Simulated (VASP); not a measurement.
# Co (P6_3/mmc) in VASP: a series of runs, part 2 of 2

VASP 6.6.1. Earlier steps stand in the parts before.

### 4 Single point, LDA, collinear spin, ferromagnetic start (11.68 Å³/atom)

This run uses another cell than the first one, of 11.68 Å³/atom.

File INCAR:

```
  PREC = Accurate
  ENCUT = 520
  EDIFF = 1E-7
  ISMEAR = 0
  SIGMA = 0.15
  LREAL = F
  LASPH = T
  NELM = 150
  ALGO = Normal
  ISIF = 2
  LWAVE = F
  LCHARG = F
  ISPIN = 2
  MAGMOM = 0.55 0.55
  LORBIT = 11
  NUPDOWN = 1.1
  LMAXMIX = 4
  GGA = CA
  NBANDS = 20
```

File KPOINTS:

```
Automatic mesh
0
Gamma
  24 24 12
```

File POSCAR:

```
Co
1.0
    2.5568267613      0.0000000000      0.0000000000
   -1.2784133806      2.2142769284      0.0000000000
    0.0000000000      0.0000000000      4.1243322745
Co
2
Direct
    0.6666666667      0.3333333333      0.2500000000
    0.3333333333      0.6666666667      0.7500000000
```

Potentials or basis: VASP PAW LDA potentials, release 64 (Co).

Command:

```console
> cat potpaw_LDA.64/Co/POTCAR > POTCAR
> mpirun -np 1 vasp_std > vasp.out
```

OUTCAR:

```text
PREC = Accurate
   ENCUT = 520
   EDIFF = 1E-7
   ISMEAR = 0
   LREAL = F
   LASPH = T
   NELM = 150
   ISIF = 2
   ISPIN = 2
   LORBIT = 11
   NUPDOWN = 1.1
   GGA = CA

 ion  position               nearest neighbor table
   1  0.667  0.333  0.250-   2 2.54   2 2.54   2 2.54   2 2.54   2 2.54   2 2.54
   2  0.333  0.667  0.750-   1 2.54   1 2.54   1 2.54   1 2.54   1 2.54   1 2.54

  LATTYP: Found a hexagonal cell.
 ALAT       =     2.5568267613
 C/A-ratio  =     1.6130667658

  Lattice vectors:

 A1 = (   2.5568267613,   0.0000000000,   0.0000000000)
 A2 = (  -1.2784133806,   2.2142769284,   0.0000000000)
 A3 = (   0.0000000000,   0.0000000000,   4.1243322745)

Analysis of symmetry for initial positions (statically):
=====================================================================
 Subroutine PRICEL returns:
 Original cell was already a primitive cell.

 Routine SETGRP: Setting up the symmetry group for a
 hexagonal supercell.

 Subroutine GETGRP returns: Found 24 space group operations
 (whereof 12 operations were pure point group operations)
 out of a pool of 24 trial point group operations.

The static configuration has the point symmetry D_3d.
 The point group associated with its full space group is D_6h.

Analysis of symmetry for dynamics (positions and initial velocities):
=====================================================================
 Subroutine PRICEL returns:
 Original cell was already a primitive cell.

 Routine SETGRP: Setting up the symmetry group for a
 hexagonal supercell.

 Subroutine GETGRP returns: Found 24 space group operations
 (whereof 12 operations were pure point group operations)
 out of a pool of 24 trial point group operations.

The dynamic configuration has the point symmetry D_3d.
 The point group associated with its full space group is D_6h.

Analysis of structural, dynamic, and magnetic symmetry:
[... 151 lines left out ...]
 number of electron      18.0000012 magnetization       1.1000001

 Free energy of the ion-electron system (eV)
  ---------------------------------------------------
  ext. energy  EPLUGINS =         0.00000000
  ---------------------------------------------------
  free energy    TOTEN  =       -15.57163837 eV

  energy without entropy =      -15.49724076  energy(sigma->0) =      -15.53443956

 E-fermi :   8.8969     XC(G=0): -13.3242

 val. band max:        8.8961931487   @ k =   0.0417   0.0000   0.5000
 cond. band min:       8.6641271857   @ k =   0.1667   0.1250   0.2500
 fundamental gap:     -0.2320659630
 Fermi energy:         8.6638211976

 spin component 1

 k-point     1 :       0.0000    0.0000    0.0000
  band No.  band energies     occupation
      1       0.4696      1.00000
      2       4.4398      1.00000
      3       6.9331      1.00000
      4       6.9713      1.00000
      5       6.9713      1.00000
      6       7.2651      1.00000
[... 541 lines left out ...]
     19      30.2552      0.00000
     20      32.1072      0.00000

 [... further k-points ...]

 spin component 2

 k-point     1 :       0.0000    0.0000    0.0000
  band No.  band energies     occupation
      1       0.5082      1.00000
      2       4.7584      1.00000
      3       7.4513      1.00000
      4       7.4746      1.00000
      5       7.4746      1.00000
      6       7.7838      1.00000
[... 541 lines left out ...]
     19      30.4155      0.00000
     20      32.2130      0.00000

 [... further k-points ...]

------------------------ aborting loop because EDIFF is reached ----------------------------------------

  FORCE on cell =-STRESS in cart. coord.  units (eV):
  Direction    XX          YY          ZZ          XY          YZ          ZX
  --------------------------------------------------------------------------------------
  -------------------------------------------------------------------------------------
  Total       -5.3627901     -5.3627901     -5.5546014     -0.0000000      0.0000000     -0.0000000
  in kB     -367.9717680   -367.9717680   -381.1330399     -0.0000000      0.0000000     -0.0000000
  external PRESSURE =    -372.3588586 kB  Pullay stress =       0.0000000 kB

 VOLUME and BASIS-vectors are now :
 -----------------------------------------------------------------------------
  energy-cutoff  :      520.00
  volume of cell :       23.35
      direct lattice vectors                 reciprocal lattice vectors
     2.556826761  0.000000000  0.000000000     0.391109799  0.225807348  0.000000000
    -1.278413381  2.214276928  0.000000000     0.000000000  0.451614695  0.000000000
     0.000000000  0.000000000  4.124332275     0.000000000  0.000000000  0.242463491

 POSITION                                       TOTAL-FORCE (eV/Angst)
 -----------------------------------------------------------------------------------
      1.27841      0.73809      1.03108        -0.000000      0.000000      0.000000
     -0.00000      1.47618      3.09325         0.000000     -0.000000      0.000000
 -----------------------------------------------------------------------------------
    total drift:                               -0.000000      0.000000     -0.000000

  FREE ENERGIE OF THE ION-ELECTRON SYSTEM (eV)
  ---------------------------------------------------
  free  energy   TOTEN  =       -15.5716383654 eV

  energy  without entropy=      -15.4972407606  energy(sigma->0) =      -15.53443956

 total charge

# of ion       s       p       d       tot
------------------------------------------
    1        0.453   0.449   7.249   8.151
    2        0.453   0.449   7.249   8.151
--------------------------------------------------
tot          0.905   0.899  14.499  16.302

 magnetization (x)

# of ion       s       p       d       tot
------------------------------------------
    1       -0.007  -0.019   0.585   0.560
    2       -0.007  -0.019   0.585   0.560
--------------------------------------------------
tot         -0.013  -0.037   1.170   1.119
```

OSZICAR:

```text
N       E                     dE             d eps       ncg     rms          rms(c)
DAV:   1     0.835653203332E+02    0.83565E+02   -0.77168E+03 35780   0.117E+03
DAV:   2    -0.137748569740E+02   -0.97340E+02   -0.88046E+02 34632   0.214E+02
DAV:   3    -0.182815810456E+02   -0.45067E+01   -0.42811E+01 38844   0.560E+01
DAV:   4    -0.183524317421E+02   -0.70851E-01   -0.70773E-01 41872   0.623E+00
DAV:   5    -0.183544995952E+02   -0.20679E-02   -0.20677E-02 39780   0.101E+00    0.139E+01
DAV:   6    -0.163796440917E+02    0.19749E+01   -0.95633E+00 38320   0.653E+01    0.797E+00
DAV:   7    -0.156080272425E+02    0.77162E+00   -0.20479E+00 38380   0.264E+01    0.181E+00
DAV:   8    -0.155816987763E+02    0.26328E-01   -0.15617E-02 51940   0.126E+00    0.889E-01
DAV:   9    -0.155749160460E+02    0.67827E-02   -0.77139E-04 51476   0.312E-01    0.317E-01
DAV:  10    -0.155716639252E+02    0.32521E-02   -0.34153E-04 53600   0.239E-01    0.773E-02
DAV:  11    -0.155716386146E+02    0.25311E-04   -0.46093E-05 41988   0.550E-02    0.365E-02
DAV:  12    -0.155716387149E+02   -0.10028E-06   -0.18499E-06 43856   0.114E-02    0.756E-03
DAV:  13    -0.155716383783E+02    0.33658E-06   -0.23460E-07 37048   0.483E-03    0.223E-03
DAV:  14    -0.155716383654E+02    0.12885E-07   -0.37592E-08 19976   0.177E-03
   1 F= -.15571638E+02 E0= -.15534440E+02  d E =-.743976E-01  mag=     1.1000
```

stdout:

```text
POSCAR found type information on POSCAR Co
 POSCAR found :  1 types and       2 ions
 scaLAPACK will be used
 LDA part: xc-table for (Slater(with rela. corr.)+CA(PZ))
 , standard interpolation
 POSCAR, INCAR and KPOINTS ok, starting setup
 FFT: planning ... GRIDC
 FFT: planning ... GRID_SOFT
 FFT: planning ... GRID
 WAVECAR not read
 entering main loop
```

It took 3.7 min on 1 thread of AMD EPYC 7R13 (Zen 3), shared host; peak memory 0.32 GiB.

Results:

```
Free energy                                           : -15.5716 eV
Pressure                                              : -37.2 GPa
Net moment                                            : 1.10 μB per cell
Site moments                                          : Co +0.56 μB
Valence electrons inside the program's atomic spheres : Co 8.15
```

Caveat: the cell stands under tension; the total moment is fixed, so each spin has its own Fermi level.

### 5 Overview

| fixed moment (μB) | cell | pressure (GPa) | moment (μB) |
| --- | --- | --- | --- |
| 3.85 | a = 2.494, b = 2.494, c = 4.024 Å, angles 90.0, 90.0, 120.0°, 2 atoms | -11.4 | 3.85 |
| 0.55 | a = 2.494, b = 2.494, c = 4.024 Å, angles 90.0, 90.0, 120.0°, 2 atoms | -28.2 | 0.55 |
| 1.1 | a = 2.557, b = 2.557, c = 4.124 Å, angles 90.0, 90.0, 120.0°, 2 atoms | -37.2 | 1.10 |

Alike in all rows: task single point; level LDA; potentials or basis VASP PAW LDA potentials, release 64 (Co); spin collinear, ferromagnetic start; k mesh 24 × 24 × 12; cutoff (eV) 520; smearing gaussian 0.15 eV.

Caveats: the cell stands under tension; the total moment is fixed, so each spin has its own Fermi level.

Total energies depend on the potentials used, so only differences within one code and one set of settings carry meaning.
